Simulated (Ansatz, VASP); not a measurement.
AlN in VASP and in Ansatz

The input INCAR:

```
PREC = Accurate
ENCUT = 520
EDIFF = 1E-7
ISMEAR = 0
SIGMA = 0.05
LREAL = F
LASPH = T
NELM = 100
ALGO = Normal
ISIF = 2
LWAVE = F
LCHARG = F
GGA = PS
NBANDS = 36
```

The input KPOINTS:

```
regular mesh
0
Gamma
  9 9 2
```

POSCAR

```
AlN
1.0
    2.0226209166     -2.0226209166      0.0000000000
    2.0226209166      0.0000000000     -2.0226209166
   10.4500732277      6.9106888857      6.9106888857
Al N
6 6
Direct
    0.4965375000      0.4965375000      0.2916666667
   -0.0729125000     -0.0729125000      0.1250000000
    0.0659875000      0.0659875000      0.4583333333
    0.2048875000      0.2048875000      0.7916666667
    0.6354375000      0.6354375000      0.6250000000
   -0.2256625000     -0.2256625000      0.9583333333
    0.7812625000     -0.2187375000      0.3750000000
    0.2118125000      0.2118125000      0.2083333333
    0.3507125000      0.3507125000      0.5416666667
    0.4896125000      0.4896125000      0.8750000000
   -0.0798375000     -0.0798375000      0.7083333333
    0.6423625000      0.6423625000      0.0416666667
```

Input for Ansatz:

```yaml
crystal:
  lattice:
    - [2.0226209166, -2.0226209166, 0.0]
    - [2.0226209166, 0.0, -2.0226209166]
    - [10.4500732277, 6.9106888857, 6.9106888857]
  atoms:
    - { symbol: Al, position: [0.4965375, 0.4965375, 0.2916666667] }
    - { symbol: Al, position: [-0.0729125, -0.0729125, 0.125] }
    - { symbol: Al, position: [0.0659875, 0.0659875, 0.4583333333] }
    - { symbol: Al, position: [0.2048875, 0.2048875, 0.7916666667] }
    - { symbol: Al, position: [0.6354375, 0.6354375, 0.625] }
    - { symbol: Al, position: [-0.2256625, -0.2256625, 0.9583333333] }
    - { symbol: "N", position: [0.7812625, -0.2187375, 0.375] }
    - { symbol: "N", position: [0.2118125, 0.2118125, 0.2083333333] }
    - { symbol: "N", position: [0.3507125, 0.3507125, 0.5416666667] }
    - { symbol: "N", position: [0.4896125, 0.4896125, 0.875] }
    - { symbol: "N", position: [-0.0798375, -0.0798375, 0.7083333333] }
    - { symbol: "N", position: [0.6423625, 0.6423625, 0.0416666667] }
basis:
  ecutwfc: 420
kpoints:
  mp_grid: { grid: [9, 9, 2] }
hamiltonian:
  xc: pbesol
scf:
  occupations: { method: gaussian, width: 0.05 }
output:
  forces: true
  stress: true
  eigenvalues: true
```

Alike in both runs: task single point; functional PBEsol; k mesh 9 × 9 × 2; occupations gaussian, width 0.05 eV; no spin polarisation.

|  | VASP | Ansatz |
| --- | --- | --- |
| version | VASP 6.6.1 | Ansatz 0.2.0 |
| potentials or method | VASP PAW PBE potentials, release 64 (Al, N), cutoff 520 eV | scalar-relativistic, plane waves, PAW |
| valence electrons in the cell | 48 | 48 |

```tsv
	VASP	Ansatz	Ansatz less VASP
gap on the k mesh at the Fermi level (eV)	3.89	3.92	+0.026
least direct gap on the mesh (eV)	4.34	4.34	-0.003
rms of the force components (eV/Å)	11.749	12.406	+0.6568
```

VASP's potentials were made for PBE, not for PBEsol. Atom by atom the forces differ by 0.657 eV/Å (rms over components). With one functional, cell and mesh, what is left measures potentials, basis and numerics.
